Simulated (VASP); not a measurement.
A run of VASP 6.6.1:

Contents of INCAR:

```
  ALGO = Normal
  EDIFF = 1E-6
  ENCUT = 500
  GGA = PS
  GGA_COMPAT = F
  ISIF = 2
  ISMEAR = 0
  LASPH = T
  LCHARG = T
  LELF = T
  LREAL = F
  LVHAR = T
  LWAVE = F
  NBANDS = 28
  NELM = 120
  PREC = Accurate
  SIGMA = 0.01
```

The input KPOINTS:

```
k-points
0
Gamma
  6 6 2
```

The input POSCAR:

```
SnSe
1.0
    4.2853270000      0.0000000000      0.0000000000
    0.0000000000      4.2853270000      0.0000000000
    0.0000000000      0.0000000000     10.9906920000
Sn Se
2 2
Direct
    0.5000000000      0.0000000000      0.3722290000
    1.0000000000      0.5000000000      0.6277710000
    0.5000000000      0.0000000000      0.6160390000
    1.0000000000      0.5000000000      0.3839610000
```

Potentials or basis: VASP PAW PBE potentials, release 64 (Sn_d, Se).

Run with:

```console
$ cat potpaw_PBE.64/Sn_d/POTCAR potpaw_PBE.64/Se/POTCAR > POTCAR
$ mpirun -np 1 vasp_std > vasp.out
```

Hardware: 1 thread of AMD EPYC 7R13 Processor (Zen 3) (shared host).

Q: Estimate the wall time of this run.

A: Wall time 88 s on 1 thread of AMD EPYC 7R13 Processor (Zen 3), with other jobs on the host, peak memory 0.28 GiB. Counts: scf iterations 15, k points 20.
